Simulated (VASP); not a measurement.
Here is a VASP 6.6.1 calculation.

INCAR

```
PREC = Accurate
ENCUT = 910
EDIFF = 1E-6
ISMEAR = 0
SIGMA = 0.05
LREAL = F
LASPH = T
NELM = 120
ALGO = Normal
ISIF = 2
LWAVE = F
LCHARG = F
NBANDS = 28
GGA_COMPAT = F
```

File KPOINTS:

```
regular mesh
0
Gamma
  8 8 6
```

The input POSCAR:

```
PbO
1.0
    3.8154240000      0.0000000000      0.0000000000
    0.0000000000      4.1333760000      0.0000000000
    0.0000000000      0.0000000000      5.0220000000
Pb O
2 2
Direct
    0.0000000000      0.5000000000      0.2351000000
    0.5000000000      0.0000000000      0.7649000000
    0.0000000000      0.0000000000      0.0000000000
    0.5000000000      0.5000000000      0.0000000000
```

Potentials or basis: VASP PAW LDA potentials, release 64 (Pb_d, O_h).

The run is started by

```bash
$ cat potpaw_LDA.64/Pb_d/POTCAR potpaw_LDA.64/O_h/POTCAR > POTCAR
$ mpirun -np 1 vasp_std > vasp.out
```

Predict the pressure.

-1.1 GPa.

Predict the band gap on the k mesh.

1.16 eV (least direct gap 2.27 eV).

What does it give for the largest force?

0.608 eV/Å.

Forces in eV/Å, atoms in the order of the input:
```
Pb   0.000  0.000  0.041
Pb   0.000  0.000 -0.041
O    0.000  0.000  0.608
O    0.000  0.000 -0.608
```

Caveat: the cell differs from its parent crystal (strain -0.0400 x Voigt [1, -1, 0, 0, 0, 0]); the cutoff is under 1.25 times the usual one of these potentials, so pressure, stress and relaxed cells hold a basis-set (Pulay) error; spin-orbit coupling is left out, which moves the levels of the heavy elements. A k mesh can miss the band edges.
